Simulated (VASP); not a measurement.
# Zr in VASP: further runs, part 2 of 2

VASP 6.6.1.

### Step 3. Single point, PBE

Contents of INCAR:

```
ALGO = Normal
DIPOL = 0.5 0.5 0.501
EDIFF = 1E-6
ENCUT = 520
GGA = PE
IDIPOL = 3
ISIF = 2
ISMEAR = 0
LASPH = T
LCHARG = F
LDIPOL = T
LREAL = F
LWAVE = F
NBANDS = 38
NELM = 100
PREC = Accurate
SIGMA = 0.1
```

Contents of KPOINTS:

```
k-points
0
Gamma
  27 27 1
```

Contents of POSCAR:

```
Zr
1.0
    3.1890515800      0.0000000000      0.0000000000
   -1.5945257900      2.7617996800      0.0000000000
    0.0000000000      0.0000000000     27.4153990523
Zr
5
Direct
    0.6666666665      0.3333333335      0.3100447301
    0.3333333335      0.6666666669      0.4050223702
    0.0000000000      0.0000000000      0.5011798711
    0.6666666665      0.3333333335      0.5977393954
    0.3333333335      0.6666666669      0.6887695333
```

Potentials or basis: VASP PAW PBE potentials, release 64 (Zr_sv).

The run is started by

```
cat potpaw_PBE.64/Zr_sv/POTCAR > POTCAR
mpirun -np 1 vasp_std > vasp.out
```

OUTCAR:

```text
EDIFF = 1E-6
   ENCUT = 520
   GGA = PE
   ISIF = 2
   ISMEAR = 0
   LASPH = T
   LREAL = F
   NELM = 100
   PREC = Accurate

 ion  position               nearest neighbor table
   1  0.667  0.333  0.310-   2 3.19   2 3.19   2 3.19
   2  0.333  0.667  0.405-   1 3.19   1 3.19   1 3.19   3 3.22   3 3.22   3 3.22
   3  0.000  0.000  0.501-   2 3.22   2 3.22   2 3.22   4 3.22   4 3.22   4 3.22
   4  0.667  0.333  0.598-   5 3.10   5 3.10   5 3.10   3 3.22   3 3.22   3 3.22
   5  0.333  0.667  0.689-   4 3.10   4 3.10   4 3.10

  LATTYP: Found a hexagonal cell.
 ALAT       =     3.1890515800
 C/A-ratio  =     8.5967248771

  Lattice vectors:

 A1 = (   3.1890515800,   0.0000000000,   0.0000000000)
 A2 = (  -1.5945257900,   2.7617996800,   0.0000000000)
 A3 = (   0.0000000000,   0.0000000000,  27.4153990523)

Analysis of symmetry for initial positions (statically):
=====================================================================
 Subroutine PRICEL returns:
 Original cell was already a primitive cell.

 Routine SETGRP: Setting up the symmetry group for a
 hexagonal supercell.

 Subroutine GETGRP returns: Found  6 space group operations
 (whereof  6 operations were pure point group operations)
 out of a pool of 24 trial point group operations.

The static configuration has the point symmetry C_3v.

Analysis of symmetry for dynamics (positions and initial velocities):
=====================================================================
 Subroutine PRICEL returns:
 Original cell was already a primitive cell.

 Routine SETGRP: Setting up the symmetry group for a
 hexagonal supercell.

 Subroutine GETGRP returns: Found  6 space group operations
 (whereof  6 operations were pure point group operations)
 out of a pool of 24 trial point group operations.

The dynamic configuration has the point symmetry C_3v.

 Subroutine INISYM returns: Found  6 space group operations
 (whereof  6 operations are pure point group operations),
 and found     1 'primitive' translations
[... 128 lines left out ...]
   AEXX    =    0.0000 exact exchange contribution
   IVDW    =     0    specifies the selected vdW correction
   LEPSILON=     F    determine dielectric tensor
   LRPA    =     F    only Hartree local field effects (RPA)
 non-spin polarized calculation
 Gauss-broadening in eV      SIGMA  =   0.10
  energy-cutoff  :      520.00
  volume of cell :      241.46
 maximum number of plane-waves:      6554
 NGX is ok and might be reduce to    24
   NGX = 11   NGY = 11   NGZ =101

 dipolmoment           0.000000      0.000000      0.005577 electrons x Angstroem

 number of electron      60.0000000 magnetization

 dipolmoment           0.000000      0.000000     -0.001400 electrons x Angstroem

 Free energy of the ion-electron system (eV)
  ---------------------------------------------------
  ext. energy  EPLUGINS =         0.00000000
  ---------------------------------------------------
  free energy    TOTEN  =       -40.75614830 eV

  energy without entropy =      -40.71849043  energy(sigma->0) =      -40.73731936

 E-fermi :   2.2139     XC(G=0):  -6.0453

 val. band max:        2.2047192635   @ k =   0.2963   0.1852   0.0000
 cond. band min:       2.2161171196   @ k =   0.3704   0.1481   0.0000
 fundamental gap:      0.0113978560
 Fermi energy:         2.2138670885

 k-point     1 :       0.0000    0.0000    0.0000
  band No.  band energies     occupation
      1     -46.7500      2.00000
      2     -46.7242      2.00000
      3     -46.4633      2.00000
      4     -46.4119      2.00000
      5     -46.3615      2.00000
      6     -25.0404      2.00000
[... 973 lines left out ...]
     37       3.7903      0.00000
     38       4.6913      0.00000

 [... further k-points ...]

------------------------ aborting loop because EDIFF is reached ----------------------------------------

 vacuum level on the upper side and lower side of the slab       (xc-potential included)        -0.205        -0.175

  FORCE on cell =-STRESS in cart. coord.  units (eV):
  Direction    XX          YY          ZZ          XY          YZ          ZX
  --------------------------------------------------------------------------------------
  -------------------------------------------------------------------------------------
  Total       -0.9877085     -0.9877085     -1.3490086      0.0000000      0.0000000      0.0000000
  in kB       -6.5537685     -6.5537685     -8.9511121      0.0000000      0.0000000      0.0000000
  external PRESSURE =      -7.3528830 kB  Pullay stress =       0.0000000 kB

 VOLUME and BASIS-vectors are now :
 -----------------------------------------------------------------------------
  energy-cutoff  :      520.00
  volume of cell :      241.46
      direct lattice vectors                 reciprocal lattice vectors
     3.189051580  0.000000000  0.000000000     0.313572852  0.181041371  0.000000000
    -1.594525790  2.761799680  0.000000000     0.000000000  0.362082742  0.000000000
     0.000000000  0.000000000 27.415399052     0.000000000  0.000000000  0.036475851

 POSITION                                       TOTAL-FORCE (eV/Angst)
 -----------------------------------------------------------------------------------
      1.59453      0.92060      8.50000         0.000000     -0.000000      0.393144
      0.00000      1.84120     11.10385        -0.000000     -0.000000     -0.367706
      0.00000      0.00000     13.74005         0.000000      0.000000     -0.015716
      1.59453      0.92060     16.38726        -0.000000     -0.000000      0.065307
      0.00000      1.84120     18.88289         0.000000     -0.000000     -0.075029
 -----------------------------------------------------------------------------------
    total drift:                                0.000002     -0.000004      0.000206

  FREE ENERGIE OF THE ION-ELECTRON SYSTEM (eV)
  ---------------------------------------------------
  free  energy   TOTEN  =       -40.7561482953 eV

  energy  without entropy=      -40.7184904302  energy(sigma->0) =      -40.73731936

 vacuum level on the upper side and lower side of the slab         6.272         6.304
```

stdout:

```text
POSCAR found type information on POSCAR Zr
 POSCAR found :  1 types and       5 ions
 scaLAPACK will be used
 LDA part: xc-table for (Slater+PW92), standard interpolation
 POSCAR, INCAR and KPOINTS ok, starting setup
 FFT: planning ... GRIDC
 FFT: planning ... GRID_SOFT
 FFT: planning ... GRID
 WAVECAR not read
 entering main loop
```

Run time: 37 min. Hardware: 1 thread of Intel Xeon 8259CL, shared host; peak memory 0.66 GiB.

Results:

```yaml
Free_energy: -40.7561 eV
Largest_force: 0.393 eV/Å
Band_gap_on_the_k_mesh: zero (bands 30 and 31 overlap by 1.18 eV)
```

Forces on the atoms (eV/Å):
```
Zr   0.000  0.000  0.393
Zr   0.000  0.000 -0.368
Zr   0.000  0.000 -0.016
Zr   0.000  0.000  0.065
Zr   0.000  0.000 -0.075
```

Levels at points of the mesh, in eV from the Fermi level:
| k point | band 27 | band 28 | band 29 | band 30 | band 31 | band 32 | band 33 | band 34 |
| --- | --- | --- | --- | --- | --- | --- | --- | --- |
| (0.00, 0.00, 0.00) | -0.11 | 0.32 | 0.46 | 0.76 | 0.81 | 0.81 | 0.95 | 0.95 |
